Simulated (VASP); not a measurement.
# Si2As (Pnnm) in VASP: further runs

Si2As is run at these levels: PBE; tasks: single point, relaxation of cell and atoms.

Everything below comes from runs of VASP 6.6.1. Logs are shortened: lines on timing, memory, paths and dates and some standing lists are left out, and cuts for length are marked.

## (1) The cell of the first run

The structure is orthorhombic, space group Pnnm (No. 58). Conventional cell: a = 4.631 Å, b = 5.652 Å, c = 3.528 Å, α = 90.00°, β = 90.00°, γ = 90.00°. Within 3.1 Å of Si (site symmetry m) lie 2 Si at 2.31 to 3.10 Å and 3 As at 2.33 to 2.35 Å. As (site symmetry 2/m) has 6 Si at 2.33 to 2.35 Å within 3.1 Å.

## (2) Single point, PBE

Contents of INCAR:

```
SYSTEM = Si2As
  PREC = Accurate
  ENCUT = 520
  EDIFF = 1E-7
  ISMEAR = 0
  SIGMA = 0.1
  LREAL = .FALSE.
  LASPH = .TRUE.
  NELM = 80
  ALGO = Normal
  ISIF = 2
  LWAVE = .FALSE.
  LCHARG = .FALSE.
  GGA = PE
  NBANDS = 22
```

Contents of KPOINTS:

```
Automatic mesh
0
G
  4 4 6
  0 0 0
```

Contents of POSCAR:

```
Si2As
1.0
    4.6309391301      0.0000000000      0.0000000000
    0.0000000000      5.6520254703      0.0000000000
    0.0000000000      0.0000000000      3.5283742677
Si As
4 2
Direct
    0.2004000000      0.3787000000      0.0000000000
    0.7996000000      0.6213000000      0.0000000000
    0.7004000000      0.1213000000      0.5000000000
    0.2996000000      0.8787000000      0.5000000000
    0.0000000000      0.0000000000      0.0000000000
    0.5000000000      0.5000000000      0.5000000000
```

Potentials or basis: VASP PAW PBE potentials, release 64 (Si, As).

Started as:

```console
$ cat potpaw_PBE.64/Si/POTCAR potpaw_PBE.64/As/POTCAR > POTCAR
$ mpirun -np 1 vasp_std > vasp.out
```

OUTCAR:

```text
SYSTEM = Si2As
   PREC = Accurate
   ENCUT = 520
   EDIFF = 1E-7
   ISMEAR = 0
   LREAL = .FALSE.
   LASPH = .TRUE.
   NELM = 80
   ISIF = 2
   GGA = PE

 ion  position               nearest neighbor table
   1  0.200  0.379  0.000-   2 2.31   5 2.33   6 2.35   6 2.35   2 3.10
   2  0.800  0.621  0.000-   1 2.31   5 2.33   6 2.35   6 2.35   1 3.10
   3  0.700  0.121  0.500-   4 2.31   6 2.33   5 2.35   5 2.35   4 3.10
   4  0.300  0.879  0.500-   3 2.31   6 2.33   5 2.35   5 2.35   3 3.10
   5  0.000  0.000  0.000-   1 2.33   2 2.33   3 2.35   4 2.35   3 2.35   4 2.35
   6  0.500  0.500  0.500-   3 2.33   4 2.33   1 2.35   2 2.35   1 2.35   2 2.35

  LATTYP: Found a simple orthorhombic cell.
 ALAT       =     3.5283742677
 B/A-ratio  =     1.3124852351
 C/A-ratio  =     1.6018781006

  Lattice vectors:

 A1 = (   0.0000000000,   0.0000000000,   3.5283742677)
 A2 = (   4.6309391301,   0.0000000000,   0.0000000000)
 A3 = (   0.0000000000,   5.6520254703,   0.0000000000)

Analysis of symmetry for initial positions (statically):
=====================================================================
 Subroutine PRICEL returns:
 Original cell was already a primitive cell.

 Routine SETGRP: Setting up the symmetry group for a
 simple orthorhombic supercell.

 Subroutine GETGRP returns: Found  8 space group operations
 (whereof  4 operations were pure point group operations)
 out of a pool of  8 trial point group operations.

The static configuration has the point symmetry C_2h.
 The point group associated with its full space group is D_2h.

Analysis of symmetry for dynamics (positions and initial velocities):
=====================================================================
 Subroutine PRICEL returns:
 Original cell was already a primitive cell.

 Routine SETGRP: Setting up the symmetry group for a
 simple orthorhombic supercell.

 Subroutine GETGRP returns: Found  8 space group operations
 (whereof  4 operations were pure point group operations)
 out of a pool of  8 trial point group operations.

The dynamic configuration has the point symmetry C_2h.
 The point group associated with its full space group is D_2h.

 Subroutine INISYM returns: Found  8 space group operations
 (whereof  4 operations are pure point group operations),
 and found     1 'primitive' translations

----------------------------------------------------------------------------------------

                                     Primitive cell

  volume of cell :      92.3523

  direct lattice vectors                    reciprocal lattice vectors
     4.630939130  0.000000000  0.000000000     0.215938921  0.000000000  0.000000000
     0.000000000  5.652025470  0.000000000     0.000000000  0.176927724  0.000000000
     0.000000000  0.000000000  3.528374268     0.000000000  0.000000000  0.283416646

  length of vectors
     4.630939130  5.652025470  3.528374268     0.215938921  0.176927724  0.283416646

  position of ions in fractional coordinates (direct lattice)
     0.200400000  0.378700000  0.000000000
     0.799600000  0.621300000  0.000000000
     0.700400000  0.121300000  0.500000000
     0.299600000  0.878700000  0.500000000
     0.000000000  0.000000000  0.000000000
     0.500000000  0.500000000  0.500000000

  ion indices of the primitive-cell ions
   primitive index   ion index
                 1           1
                 2           2
                 3           3
                 4           4
                 5           5
                 6           6

----------------------------------------------------------------------------------------

 KPOINTS: Automatic mesh

Automatic generation of k-mesh.
 Grid dimensions read from file:
 generate k-points for:    4    4    6

 Generating k-lattice:

  Cartesian coordinates                     Fractional coordinates (reciprocal lattice)
     0.053984730  0.000000000  0.000000000     0.250000000  0.000000000  0.000000000
     0.000000000  0.044231931  0.000000000     0.000000000  0.250000000  0.000000000
     0.000000000  0.000000000  0.047236108     0.000000000  0.000000000  0.166666667

  Length of vectors
     0.053984730  0.044231931  0.047236108

  Shift w.r.t. Gamma in fractional coordinates (k-lattice)
     0.000000000  0.000000000  0.000000000

 Subroutine IBZKPT returns following result:
 ===========================================

 Found     36 irreducible k-points:

 Following reciprocal coordinates:
            Coordinates               Weight
  0.000000  0.000000  0.000000      1.000000
  0.250000  0.000000  0.000000      2.000000
  0.500000  0.000000  0.000000      1.000000
  0.000000  0.250000  0.000000      2.000000
  0.250000  0.250000  0.000000      4.000000
  0.500000  0.250000  0.000000      2.000000
[... 16 lines left out ...]
  0.250000  0.250000  0.333333      8.000000
  0.500000  0.250000  0.333333      4.000000
 [... further k-points ...]
   k-points           NKPTS =     36   k-points in BZ     NKDIM =     36   number of bands    NBANDS=     22
   number of dos      NEDOS =    301   number of ions     NIONS =      6
   total plane-waves  NPLWV =  42336
   dimension x,y,z NGX =    36 NGY =   42 NGZ =   28
   dimension x,y,z NGXF=    72 NGYF=   84 NGZF=   56
   ions per type =               4   2
   NGX,Y,Z   is equivalent  to a cutoff of  12.92, 12.35, 13.19 a.u.
   NGXF,Y,Z  is equivalent  to a cutoff of  25.85, 24.71, 26.39 a.u.
 SYSTEM =  Si2As
   PREC   = accura    normal or accurate (medium, high low for compatibility)
   ISTART =      0    job   : 0-new  1-cont  2-samecut
   ICHARG =      2    charge: 1-file 2-atom 10-const
   ISPIN  =      1    spin polarized calculation?
   LNONCOLLINEAR =      F non collinear calculations
   LSORBIT =      F    spin-orbit coupling
   LASPH  =      T    aspherical Exc in radial PAW
   ENCUT  =  520.0 eV  38.22 Ry    6.18 a.u.   8.61 10.51  6.56*2*pi/ulx,y,z
   NELM   =     80;   NELMIN=  2; NELMDL= -5     # of ELM steps
   EDIFF  = 0.1E-06   stopping-criterion for ELM
   LREAL  =      F    real-space projection
   EDIFFG = 0.1E-05   stopping-criterion for IOM
   NSW    =      0    number of steps for IOM
   IBRION =     -1    ionic relax: 0-MD 1-quasi-New 2-CG
   NFREE  =      0    steps in history (QN), initial steepest desc. (CG)
   ISIF   =      2    stress and relaxation
   ISYM   =      2    0-nonsym 1-usesym 2-fastsym
   POTIM  = 0.5000    time-step for ionic-motion
   TEBEG  =    0.0;   TEEND  =   0.0 temperature during run
   PSTRESS=    0.0 pullay stress
   NELECT =      26.0000    total number of electrons
   NUPDOWN=      -1.0000    fix difference up-down
   EMIN   =  10.00;   EMAX   =-10.00  energy-range for DOS
   EFERMI =   0.00;   METHOD = LEGACY
   ISMEAR =     0;   SIGMA  =   0.10  broadening in eV -4-tet -1-fermi 0-gaus
   EFERMI_NEDOS =   21; number of points for ismear=-14 and -15
   IALGO  =     38    algorithm
   IMIX   =      4    mixing-type and parameters
     AMIX     =   0.40;   BMIX     =  1.00
     AMIX_MAG =   1.60;   BMIX_MAG =  1.00
  volume/ion in A,a.u.               =      15.39       103.87
  Fermi-wavevector in a.u.,A,eV,Ry     =   1.072960  2.027599 15.663600  1.151242
  Thomas-Fermi vector in A             =   2.208745
   LORBIT       =      0    0 simple, 1 ext, 2 COOP (PROOUT), +10 PAW based schemes
   GGA     = PE    functional components
   LHFCALC =     F    Hartree Fock is set to
   AEXX    =    0.0000 exact exchange contribution
   IVDW    =     0    specifies the selected vdW correction
   LEPSILON=     F    determine dielectric tensor
   LRPA    =     F    only Hartree local field effects (RPA)
 non-spin polarized calculation
 Gauss-broadening in eV      SIGMA  =   0.10
  energy-cutoff  :      520.00
  volume of cell :       92.35
 maximum number of plane-waves:      2505
 NGX is ok and might be reduce to    36
   NGX = 17   NGY = 21   NGZ = 13

 number of electron      26.0000004 magnetization

 Free energy of the ion-electron system (eV)
  ---------------------------------------------------
  ext. energy  EPLUGINS =         0.00000000
  ---------------------------------------------------
  free energy    TOTEN  =       -25.79537561 eV

  energy without entropy =      -25.78281647  energy(sigma->0) =      -25.78909604

 E-fermi :   9.3850     XC(G=0): -10.9822

 val. band max:        9.3383517247   @ k =   0.0000   0.2500   0.1667
 cond. band min:       9.3925043143   @ k =   0.2500   0.5000   0.0000
 fundamental gap:      0.0541525896
 Fermi energy:         9.3849698065

 k-point     1 :       0.0000    0.0000    0.0000
  band No.  band energies     occupation
      1      -6.8335      2.00000
      2      -4.4105      2.00000
      3      -0.6003      2.00000
      4       0.7192      2.00000
      5       1.2362      2.00000
      6       3.7711      2.00000
[... 14 lines left out ...]
     21      14.8050      0.00000
     22      15.1069      0.00000

 k-point     2 :       0.2500    0.0000    0.0000
  band No.  band energies     occupation
      1      -6.5005      2.00000
      2      -4.6869      2.00000
      3      -0.6847      2.00000
      4      -0.2658      2.00000
      5       1.3913      2.00000
      6       2.6080      2.00000
[... 14 lines left out ...]
     21      13.9201      0.00000
     22      14.5219      0.00000

 k-point     3 :       0.5000    0.0000    0.0000
  band No.  band energies     occupation
      1      -5.6109      2.00000
      2      -5.6109      2.00000
      3      -0.4796      2.00000
      4      -0.4796      2.00000
      5       1.0503      2.00000
      6       1.0503      2.00000
[... 14 lines left out ...]
     21      13.3632      0.00000
     22      13.3632      0.00000

 k-point     4 :       0.0000    0.2500    0.0000
  band No.  band energies     occupation
      1      -6.5954      2.00000
      2      -4.9756      2.00000
      3      -0.1753      2.00000
      4       0.9648      2.00000
      5       1.9330      2.00000
      6       2.1758      2.00000
[... 14 lines left out ...]
     21      13.9658      0.00000
     22      14.1669      0.00000

 k-point     5 :       0.2500    0.2500    0.0000
  band No.  band energies     occupation
      1      -6.2822      2.00000
      2      -4.9901      2.00000
      3      -1.3716      2.00000
      4       0.0080      2.00000
      5       1.5622      2.00000
      6       3.9523      2.00000
[... 14 lines left out ...]
     21      14.8466      0.00000
     22      15.2679      0.00000

 k-point     6 :       0.5000    0.2500    0.0000
  band No.  band energies     occupation
      1      -5.5094      2.00000
      2      -5.5094      2.00000
      3      -1.4835      2.00000
      4      -1.4835      2.00000
      5       2.6703      2.00000
      6       2.6703      2.00000
[... 14 lines left out ...]
     21      14.4948      0.00000
     22      14.4948      0.00000

 k-point     7 :       0.0000    0.5000    0.0000
  band No.  band energies     occupation
      1      -5.9173      2.00000
      2      -5.9173      2.00000
      3       0.7626      2.00000
      4       0.7626      2.00000
      5       1.6698      2.00000
      6       1.6698      2.00000
[... 324 lines left out ...]
      6       1.0279      2.00000
[... 14 lines left out ...]
     21      15.5305      0.00000
     22      15.7393      0.00000

 k-point    21 :       0.5000    0.0000    0.3333
  band No.  band energies     occupation
      1      -4.6068      2.00000
      2      -4.6068      2.00000
      3       0.3170      2.00000
      4       0.3170      2.00000
      5       0.6859      2.00000
      6       0.6859      2.00000
[... 14 lines left out ...]
     21      14.8091      0.00000
     22      14.8091      0.00000

 k-point    22 :       0.0000    0.2500    0.3333
  band No.  band energies     occupation
      1      -5.4390      2.00000
      2      -4.0589      2.00000
      3      -1.1715      2.00000
      4       0.2352      2.00000
      5       1.5733      2.00000
      6       2.2527      2.00000
[... 14 lines left out ...]
     21      15.2540      0.00000
     22      15.5973      0.00000

 k-point    23 :       0.2500    0.2500    0.3333
  band No.  band energies     occupation
      1      -5.1612      2.00000
      2      -4.0924      2.00000
      3      -0.9207      2.00000
      4       0.0785      2.00000
      5       0.6376      2.00000
      6       1.8000      2.00000
[... 14 lines left out ...]
     21      15.6171      0.00000
     22      16.3189      0.00000

 k-point    24 :       0.5000    0.2500    0.3333
  band No.  band energies     occupation
      1      -4.5113      2.00000
      2      -4.5113      2.00000
      3      -0.4392      2.00000
      4      -0.4392      2.00000
      5       0.6341      2.00000
      6       0.6341      2.00000
[... 14 lines left out ...]
     21      15.5454      0.00000
     22      15.5454      0.00000

 [... further k-points ...]

------------------------ aborting loop because EDIFF is reached ----------------------------------------

  FORCE on cell =-STRESS in cart. coord.  units (eV):
  Direction    XX          YY          ZZ          XY          YZ          ZX
  --------------------------------------------------------------------------------------
  -------------------------------------------------------------------------------------
  Total       17.9706931     19.6047857     17.5736113     -0.0000000      0.0000000      0.0000000
  in kB      311.7651600    340.1142695    304.8763727     -0.0000000      0.0000000      0.0000000
  external PRESSURE =     318.9186007 kB  Pullay stress =       0.0000000 kB

 VOLUME and BASIS-vectors are now :
 -----------------------------------------------------------------------------
  energy-cutoff  :      520.00
  volume of cell :       92.35
      direct lattice vectors                 reciprocal lattice vectors
     4.630939130  0.000000000  0.000000000     0.215938921  0.000000000  0.000000000
     0.000000000  5.652025470  0.000000000     0.000000000  0.176927724  0.000000000
     0.000000000  0.000000000  3.528374268     0.000000000  0.000000000  0.283416646

 POSITION                                       TOTAL-FORCE (eV/Angst)
 -----------------------------------------------------------------------------------
      0.92804      2.14042      0.00000        -0.946560      0.077095      0.000000
      3.70290      3.51160      0.00000         0.946560     -0.077095     -0.000000
      3.24351      0.68559      1.76419        -0.946560     -0.077095      0.000000
      1.38743      4.96643      1.76419         0.946560      0.077095     -0.000000
      0.00000      0.00000      0.00000         0.000000      0.000000      0.000000
      2.31547      2.82601      1.76419         0.000000      0.000000      0.000000
 -----------------------------------------------------------------------------------
    total drift:                                0.000000      0.000000      0.000000

  FREE ENERGIE OF THE ION-ELECTRON SYSTEM (eV)
  ---------------------------------------------------
  free  energy   TOTEN  =       -25.7953756142 eV

  energy  without entropy=      -25.7828164727  energy(sigma->0) =      -25.78909604
```

It took 50 s on 1 thread of Intel Xeon Platinum 8559C (Emerald Rapids), shared host; peak memory 0.22 GiB.

What came out:

| Property | Result |
| --- | --- |
| Free energy | -25.7954 eV |
| Pressure | 31.9 GPa |
| Largest force | 0.950 eV/Å |
| Band gap on the k mesh | zero (bands 13 and 14 overlap by 4.42 eV) |

Forces in eV/Å, atoms in the order of the input:
```
Si  -0.947  0.077  0.000
Si   0.947 -0.077  0.000
Si  -0.947 -0.077  0.000
Si   0.947  0.077  0.000
As   0.000  0.000  0.000
As   0.000  0.000  0.000
```

Caveat: the cell stands under pressure.

## (3) Single point, PBE

This run uses another cell than the first one, of 19.44 Å³/atom.

Contents of INCAR:

```
SYSTEM = Si2As
PREC     = Accurate       ! precision mode
ENCUT    = 520            ! plane-wave cutoff, eV
EDIFF    = 1E-6           ! SCF threshold, eV
ISMEAR   = 0              ! smearing method
SIGMA    = 0.1            ! smearing width, eV
LREAL    = .False.        ! projectors in reciprocal space
LASPH    = .True.         ! aspherical terms in the spheres
NELM     = 100            ! most SCF steps
ALGO     = Normal         ! electronic algorithm
ISIF     = 2              ! what is computed and relaxed
LWAVE    = .False.        ! write WAVECAR
LCHARG   = .False.        ! write CHGCAR
GGA      = PE             ! functional
NBANDS   = 22             ! bands
```

Contents of KPOINTS:

```
Automatic mesh
0
Gamma
  4 4 6
  0 0 0
```

Contents of POSCAR:

```
Si2As
1.0
    5.1516789906      0.0000000000      0.0000000000
    0.0000000000      6.3896129549      0.0000000000
    0.0000000000      0.0000000000      3.5440984408
Si As
4 2
Direct
    0.1723061471      0.3794048165      0.0000000000
    0.8276938529      0.6205951835      0.0000000000
    0.6723061471      0.1205951835      0.5000000000
    0.3276938529      0.8794048165      0.5000000000
    0.0000000000      0.0000000000      0.0000000000
    0.5000000000      0.5000000000      0.5000000000
```

Potentials or basis: VASP PAW PBE potentials, release 64 (Si, As).

Started as:

```console
$ cat potpaw_PBE.64/Si/POTCAR potpaw_PBE.64/As/POTCAR > POTCAR
$ mpirun -np 1 vasp_std > vasp.out
```

It took 68 s on 1 thread of Intel Xeon Platinum 8559C (Emerald Rapids), shared host; peak memory 0.25 GiB.

Results (log left out):

```yaml
Free_energy: -28.2194 eV
Pressure: 0.2 GPa
Largest_force: 0.015 eV/Å
Band_gap_on_the_k_mesh: zero (bands 13 and 14 overlap by 3.48 eV)
```

Forces in eV/Å, atoms in the order of the input:
```
Si   0.012 -0.009  0.000
Si  -0.012  0.009  0.000
Si   0.012  0.009  0.000
Si  -0.012 -0.009  0.000
As   0.000  0.000  0.000
As   0.000  0.000  0.000
```

Stress tensor (GPa, compression positive):
```
 0.36  0.00  0.00
 0.00  0.20  0.00
 0.00  0.00 -0.01
```

Levels at points of the mesh, in eV from the Fermi level:
```csv
k point,band 10,band 11,band 12,band 13,band 14,band 15
"(0.00, 0.00, 0.00)",-2.44,-1.12,0.62,1.52,1.95,1.99
"(0.50, 0.00, 0.00)",-1.68,-0.23,-0.23,1.09,1.09,1.39
"(0.00, 0.50, 0.00)",-2.01,-0.70,-0.70,0.31,0.31,2.80
"(0.50, 0.50, 0.00)",-2.10,-1.57,-1.57,-0.01,-0.01,0.89
"(0.00, 0.00, 0.50)",-4.28,-2.18,-2.18,-1.11,-1.11,0.27
"(0.50, 0.00, 0.50)",-4.66,-2.22,-2.22,1.40,1.40,2.52
"(0.00, 0.50, 0.50)",-4.08,-2.94,-2.94,-1.96,-1.96,-0.34
"(0.50, 0.50, 0.50)",-2.92,-1.47,-1.47,-0.15,-0.15,1.02
```

(Part 1 of 2 ends here.)

The gap in the log of VASP goes by the Fermi energy; the results here count the filled bands.